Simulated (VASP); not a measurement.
# C (I4_1/amd) in VASP: a series of runs

C is run at these levels: LDA; tasks: single point.

Everything below comes from runs of VASP 6.6.1. Logs are shortened: lines on timing, memory, paths and dates and some standing lists are left out, and cuts for length are marked.

### Step 1. The cell of the first run

It takes space group I4_1/amd (No. 141, tetragonal). The conventional cell has a = 2.453 Å, b = 2.453 Å, c = 3.655 Å, α = 90.00°, β = 90.00°, γ = 90.00°. Within 2.0 Å of C (site symmetry -4m2) lie 4 C at 1.53 Å.

### Step 2. Single point, LDA

INCAR reads:

```
SYSTEM = C
ALGO = Normal
EDIFF = 1E-6
ENCUT = 520
ISIF = 2
ISMEAR = 0
LASPH = .True.
LCHARG = .False.
LREAL = .False.
LWAVE = .False.
NBANDS = 11
NELM = 80
PREC = Accurate
SIGMA = 0.05
```

KPOINTS reads:

```
k-points
0
Gamma
  12 12 12
  0 0 0
```

POSCAR reads:

```
C
1.0
    0.0000000000      1.7348691297      1.8275720603
    1.7348691297      0.0000000000      1.8275720603
    1.7348691297      1.7348691297      0.0000000000
C
2
Direct
    0.5000000000      0.5000000000      0.5000000000
    0.7500000000      0.7500000000      0.7500000000
```

Potentials or basis: VASP PAW LDA potentials, release 64 (C).

The run is started by

```console
> cat potpaw_LDA.64/C/POTCAR > POTCAR
> mpirun -np 1 vasp_std > vasp.out
```

OUTCAR:

```text
SYSTEM = C
   EDIFF = 1E-6
   ENCUT = 520
   ISIF = 2
   ISMEAR = 0
   LASPH = .True.
   LREAL = .False.
   NELM = 80
   PREC = Accurate

 ion  position               nearest neighbor table
   1  0.500  0.500  0.500-   2 1.53   2 1.53   2 1.53   2 1.53
   2  0.750  0.750  0.750-   1 1.53   1 1.53   1 1.53   1 1.53

  LATTYP: Found a body centered tetragonal cell.
 ALAT       =     2.4534754522
 C/A-ratio  =     1.4897822260

  Lattice vectors:

 A1 = (  -1.7348691297,   0.0000000000,   1.8275720603)
 A2 = (   1.7348691297,   0.0000000000,   1.8275720603)
 A3 = (   0.0000000000,   1.7348691297,  -1.8275720603)

Analysis of symmetry for initial positions (statically):
=====================================================================
 Subroutine PRICEL returns:
 Original cell was already a primitive cell.

 Routine SETGRP: Setting up the symmetry group for a
 body centered tetragonal supercell.

 Subroutine GETGRP returns: Found 16 space group operations
 (whereof  8 operations were pure point group operations)
 out of a pool of 16 trial point group operations.

The static configuration has the point symmetry D_2d.
 The point group associated with its full space group is D_4h.

Analysis of symmetry for dynamics (positions and initial velocities):
=====================================================================
 Subroutine PRICEL returns:
 Original cell was already a primitive cell.

 Routine SETGRP: Setting up the symmetry group for a
 body centered tetragonal supercell.

 Subroutine GETGRP returns: Found 16 space group operations
 (whereof  8 operations were pure point group operations)
 out of a pool of 16 trial point group operations.

The dynamic configuration has the point symmetry D_2d.
 The point group associated with its full space group is D_4h.

 Subroutine INISYM returns: Found 16 space group operations
 (whereof  8 operations are pure point group operations),
 and found     1 'primitive' translations

----------------------------------------------------------------------------------------

                                     Primitive cell

  volume of cell :      11.0011

  direct lattice vectors                    reciprocal lattice vectors
     0.000000000  1.734869130  1.827572060    -0.288206177  0.288206177  0.273587023
     1.734869130  0.000000000  1.827572060     0.288206177 -0.288206177  0.273587023
     1.734869130  1.734869130  0.000000000     0.288206177  0.288206177 -0.273587023

  length of vectors
     2.519879071  2.519879071  2.453475452     0.490892514  0.490892514  0.490892514

  position of ions in fractional coordinates (direct lattice)
     0.500000000  0.500000000  0.500000000
     0.750000000  0.750000000  0.750000000

  ion indices of the primitive-cell ions
   primitive index   ion index
                 1           1
                 2           2

----------------------------------------------------------------------------------------

 KPOINTS: k-points

Automatic generation of k-mesh.
 Grid dimensions read from file:
 generate k-points for:   12   12   12

 Generating k-lattice:

  Cartesian coordinates                     Fractional coordinates (reciprocal lattice)
    -0.024017181  0.024017181  0.022798919     0.083333333  0.000000000  0.000000000
     0.024017181 -0.024017181  0.022798919     0.000000000  0.083333333  0.000000000
     0.024017181  0.024017181 -0.022798919     0.000000000  0.000000000  0.083333333

  Length of vectors
     0.040907710  0.040907710  0.040907710

  Shift w.r.t. Gamma in fractional coordinates (k-lattice)
     0.000000000  0.000000000  0.000000000

 Subroutine IBZKPT returns following result:
 ===========================================

 Found    163 irreducible k-points:

 Following reciprocal coordinates:
            Coordinates               Weight
  0.000000  0.000000  0.000000      1.000000
  0.083333 -0.000000  0.000000      8.000000
  0.166667  0.000000  0.000000      8.000000
  0.250000  0.000000  0.000000      8.000000
  0.333333  0.000000  0.000000      8.000000
  0.416667  0.000000  0.000000      8.000000
[... 16 lines left out ...]
  0.500000  0.166667  0.000000      8.000000
 -0.416667  0.166667  0.000000      8.000000
 [... further k-points ...]
   k-points           NKPTS =    163   k-points in BZ     NKDIM =    163   number of bands    NBANDS=     11
   number of dos      NEDOS =    301   number of ions     NIONS =      2
   total plane-waves  NPLWV =   7200
   dimension x,y,z NGX =    20 NGY =   20 NGZ =   18
   dimension x,y,z NGXF=    40 NGYF=   40 NGZF=   36
   ions per type =               2
   NGX,Y,Z   is equivalent  to a cutoff of  13.19, 13.19, 12.20 a.u.
   NGXF,Y,Z  is equivalent  to a cutoff of  26.39, 26.39, 24.39 a.u.
 SYSTEM =  C
   PREC   = accura    normal or accurate (medium, high low for compatibility)
   ISTART =      0    job   : 0-new  1-cont  2-samecut
   ICHARG =      2    charge: 1-file 2-atom 10-const
   ISPIN  =      1    spin polarized calculation?
   LNONCOLLINEAR =      F non collinear calculations
   LSORBIT =      F    spin-orbit coupling
   LASPH  =      T    aspherical Exc in radial PAW
   ENCUT  =  520.0 eV  38.22 Ry    6.18 a.u.   4.69  4.69  4.56*2*pi/ulx,y,z
   NELM   =     80;   NELMIN=  2; NELMDL= -5     # of ELM steps
   EDIFF  = 0.1E-05   stopping-criterion for ELM
   LREAL  =      F    real-space projection
   EDIFFG = 0.1E-04   stopping-criterion for IOM
   NSW    =      0    number of steps for IOM
   IBRION =     -1    ionic relax: 0-MD 1-quasi-New 2-CG
   NFREE  =      0    steps in history (QN), initial steepest desc. (CG)
   ISIF   =      2    stress and relaxation
   ISYM   =      2    0-nonsym 1-usesym 2-fastsym
   POTIM  = 0.5000    time-step for ionic-motion
   TEBEG  =    0.0;   TEEND  =   0.0 temperature during run
   PSTRESS=    0.0 pullay stress
   NELECT =       8.0000    total number of electrons
   NUPDOWN=      -1.0000    fix difference up-down
   EMIN   =  10.00;   EMAX   =-10.00  energy-range for DOS
   EFERMI =   0.00;   METHOD = LEGACY
   ISMEAR =     0;   SIGMA  =   0.05  broadening in eV -4-tet -1-fermi 0-gaus
   EFERMI_NEDOS =   21; number of points for ismear=-14 and -15
   IALGO  =     38    algorithm
   IMIX   =      4    mixing-type and parameters
     AMIX     =   0.40;   BMIX     =  1.00
     AMIX_MAG =   1.60;   BMIX_MAG =  1.00
  volume/ion in A,a.u.               =       5.50        37.12
  Fermi-wavevector in a.u.,A,eV,Ry     =   1.472173  2.782004 29.487816  2.167293
  Thomas-Fermi vector in A             =   2.587220
   LORBIT       =      0    0 simple, 1 ext, 2 COOP (PROOUT), +10 PAW based schemes
   GGA     = CA    functional components
   LHFCALC =     F    Hartree Fock is set to
   AEXX    =    0.0000 exact exchange contribution
   IVDW    =     0    specifies the selected vdW correction
   LEPSILON=     F    determine dielectric tensor
   LRPA    =     F    only Hartree local field effects (RPA)
 non-spin polarized calculation
 Gauss-broadening in eV      SIGMA  =   0.05
  energy-cutoff  :      520.00
  volume of cell :       11.00
 maximum number of plane-waves:       310
   NGX =  9   NGY =  9   NGZ =  9

 number of electron       8.0000001 magnetization

 Free energy of the ion-electron system (eV)
  ---------------------------------------------------
  ext. energy  EPLUGINS =         0.00000000
  ---------------------------------------------------
  free energy    TOTEN  =       -20.18374056 eV

  energy without entropy =      -20.18374056  energy(sigma->0) =      -20.18374056

 E-fermi :  10.6660     XC(G=0): -13.6512

 val. band max:       10.4649590118   @ k =   0.0000   0.0000   0.0000
 cond. band min:      13.9985088714   @ k =   0.3333   0.0000   0.3333
 fundamental gap:      3.5335498596
 Fermi energy:        10.6659735046

 k-point     1 :       0.0000    0.0000    0.0000
  band No.  band energies     occupation
      1     -11.5497      2.00000
      2       9.6160      2.00000
      3      10.4650      2.00000
      4      10.4650      2.00000
      5      15.6239      0.00000
      6      15.6239      0.00000
      7      16.2649      0.00000
      8      24.3947      0.00000
      9      29.6233      0.00000
     10      35.4186      0.00000
     11      36.0297      0.00000

 k-point     2 :       0.0833   -0.0000    0.0000
  band No.  band energies     occupation
      1     -11.3533      2.00000
      2       8.7943      2.00000
      3       9.7048      2.00000
      4      10.1460      2.00000
      5      16.0719      0.00000
      6      16.1308      0.00000
      7      16.9143      0.00000
      8      24.5058      0.00000
      9      29.9341      0.00000
     10      33.4167      0.00000
     11      35.8700      0.00000

 k-point     3 :       0.1667    0.0000    0.0000
  band No.  band energies     occupation
      1     -10.7660      2.00000
      2       6.3655      2.00000
      3       8.8191      2.00000
      4       9.4685      2.00000
      5      16.9523      0.00000
      6      17.0588      0.00000
      7      18.1400      0.00000
      8      24.8210      0.00000
      9      30.5375      0.00000
     10      32.2116      0.00000
     11      33.9732      0.00000

 k-point     4 :       0.2500    0.0000    0.0000
  band No.  band energies     occupation
      1      -9.7955      2.00000
      2       3.5107      2.00000
      3       8.0060      2.00000
      4       8.7861      2.00000
      5      17.5732      0.00000
      6      18.0260      0.00000
      7      19.1459      0.00000
      8      25.2562      0.00000
      9      30.8175      0.00000
     10      32.4102      0.00000
     11      33.2433      0.00000

 k-point     5 :       0.3333    0.0000    0.0000
  band No.  band energies     occupation
      1      -8.4598      2.00000
      2       0.6863      2.00000
      3       7.3630      2.00000
      4       8.2547      2.00000
      5      17.8460      0.00000
      6      18.6357      0.00000
      7      19.7749      0.00000
      8      25.6442      0.00000
      9      31.1185      0.00000
     10      33.6382      0.00000
     11      33.7831      0.00000
[... 211 lines left out ...]
 k-point    21 :       0.3333    0.1667    0.0000
  band No.  band energies     occupation
      1      -8.8483      2.00000
      2       3.0134      2.00000
      3       6.2220      2.00000
      4       6.6722      2.00000
      5      16.9225      0.00000
      6      20.9415      0.00000
      7      21.1850      0.00000
      8      22.5628      0.00000
      9      30.6508      0.00000
     10      31.5989      0.00000
     11      37.9240      0.00000

 k-point    22 :       0.4167    0.1667    0.0000
  band No.  band energies     occupation
      1      -7.4434      2.00000
      2       0.4579      2.00000
      3       5.2707      2.00000
      4       6.4963      2.00000
      5      17.4981      0.00000
      6      21.3357      0.00000
      7      21.4110      0.00000
      8      23.6349      0.00000
      9      31.0321      0.00000
     10      32.2985      0.00000
     11      37.9757      0.00000

 k-point    23 :       0.5000    0.1667    0.0000
  band No.  band energies     occupation
      1      -5.7874      2.00000
      2      -1.8869      2.00000
      3       4.5254      2.00000
      4       6.6248      2.00000
      5      17.8936      0.00000
      6      21.1607      0.00000
      7      21.4812      0.00000
      8      25.1939      0.00000
      9      30.2711      0.00000
     10      33.8469      0.00000
     11      37.0718      0.00000

 k-point    24 :      -0.4167    0.1667    0.0000
  band No.  band energies     occupation
      1      -5.0628      2.00000
      2      -2.7396      2.00000
      3       4.0665      2.00000
      4       7.0368      2.00000
      5      18.3873      0.00000
      6      20.6194      0.00000
      7      21.3946      0.00000
      8      25.9063      0.00000
      9      30.0510      0.00000
     10      34.6965      0.00000
     11      34.8305      0.00000

 [... further k-points ...]
[... 5 lines left out ...]
  --------------------------------------------------------------------------------------
  -------------------------------------------------------------------------------------
  Total        1.3479659      1.3479659     -2.2474078      0.0000000     -0.0000000     -0.0000000
  in kB      196.3141229    196.3141229   -327.3064232      0.0000000     -0.0000000     -0.0000000
  external PRESSURE =      21.7739409 kB  Pullay stress =       0.0000000 kB

 VOLUME and BASIS-vectors are now :
 -----------------------------------------------------------------------------
  energy-cutoff  :      520.00
  volume of cell :       11.00
      direct lattice vectors                 reciprocal lattice vectors
     0.000000000  1.734869130  1.827572060    -0.288206177  0.288206177  0.273587023
     1.734869130  0.000000000  1.827572060     0.288206177 -0.288206177  0.273587023
     1.734869130  1.734869130  0.000000000     0.288206177  0.288206177 -0.273587023

 POSITION                                       TOTAL-FORCE (eV/Angst)
 -----------------------------------------------------------------------------------
      1.73487      1.73487      1.82757         0.000000      0.000000      0.000000
      2.60230      2.60230      2.74136         0.000000      0.000000     -0.000000
 -----------------------------------------------------------------------------------
    total drift:                                0.000000     -0.000000      0.000000

  FREE ENERGIE OF THE ION-ELECTRON SYSTEM (eV)
  ---------------------------------------------------
  free  energy   TOTEN  =       -20.1837405623 eV

  energy  without entropy=      -20.1837405623  energy(sigma->0) =      -20.18374056
```

It took 28 s on 1 thread of Intel Xeon 8259CL, shared host; peak memory 0.12 GiB.

What came out:

```
Free energy            : -20.1837 eV
Pressure               : 2.2 GPa
Band gap on the k mesh : 3.53 eV, indirect (least direct gap 5.16 eV)
```

Levels at points of the mesh, in eV from the valence-band top:
```csv
k point,band 1,band 2,band 3,band 4,band 5,band 6,band 7,band 8,band 9
"(0.00, 0.00, 0.00)",-22.01,-0.85,0.00,0.00,5.16,5.16,5.80,13.93,19.16
"(0.50, 0.00, 0.00)",-15.98,-13.98,-3.64,-2.65,7.42,8.46,9.72,15.43,21.62
"(0.50, 0.50, 0.00)",-13.66,-13.66,-6.21,-6.21,5.33,5.33,16.60,16.60,22.66
"(0.50, 0.00, 0.50)",-12.82,-12.82,-7.00,-7.00,4.10,4.10,16.75,16.75,23.35
```

Caveat: the cell differs from its parent crystal (strain +e along x and -e along y +0.0000, strain +e along z and -e/2 along x and y +0.0350). A k mesh can miss the band edges.

### Step 3. Single point, LDA

INCAR reads:

```
SYSTEM = C
PREC = Accurate
ENCUT = 520
EDIFF = 1E-6
ISMEAR = 0
SIGMA = 0.05
LREAL = .False.
LASPH = .True.
NELM = 100
ALGO = Normal
ISIF = 2
LWAVE = .False.
LCHARG = .True.
LELF = .True.
LVHAR = .True.
NBANDS = 11
```

KPOINTS reads:

```
Automatic mesh
0
Gamma
  12 12 12
  0 0 0
```

POSCAR reads:

```
C
1.0
    0.0000000000      1.7503196182      1.7966710835
    1.7503196182      0.0000000000      1.7966710835
    1.7503196182      1.7503196182      0.0000000000
C
2
Direct
    0.5000000000      0.5000000000      0.5000000000
    0.7500000000      0.7500000000      0.7500000000
```

Potentials or basis: VASP PAW LDA potentials, release 64 (C).

The run is started by

```console
> cat potpaw_LDA.64/C/POTCAR > POTCAR
> mpirun -np 1 vasp_std > vasp.out
```

Wall time 28 s (1 thread of Intel Xeon 8259CL, shared host); peak memory 0.12 GiB.

Results (log left out):

```yaml
Free_energy: -20.2300 eV
Pressure: 1.8 GPa
Band_gap_on_the_k_mesh: 3.86 eV, indirect (least direct gap 5.39 eV)
```

Stress tensor (GPa, compression positive):
```
 10.36   0.00   0.00
  0.00  10.36   0.00
  0.00   0.00 -15.26
```

Levels at points of the mesh, in eV from the valence-band top:
```tsv
k point	band 2	band 3	band 4	band 5	band 6	band 7
(0.00, 0.00, 0.00)	-0.41	0.00	0.00	5.39	5.39	5.71
(0.50, 0.00, 0.00)	-13.83	-3.25	-2.76	8.05	8.49	9.49
(0.50, 0.50, 0.00)	-13.24	-6.34	-6.34	5.05	5.05	16.85
(0.50, 0.00, 0.50)	-12.82	-6.74	-6.74	4.43	4.43	16.95
```

Caveat: the cell differs from its parent crystal (strain +e along x and -e along y +0.0000, strain +e along z and -e/2 along x and y +0.0175). A k mesh can miss the band edges.

(Continued in part 2 of 2.)
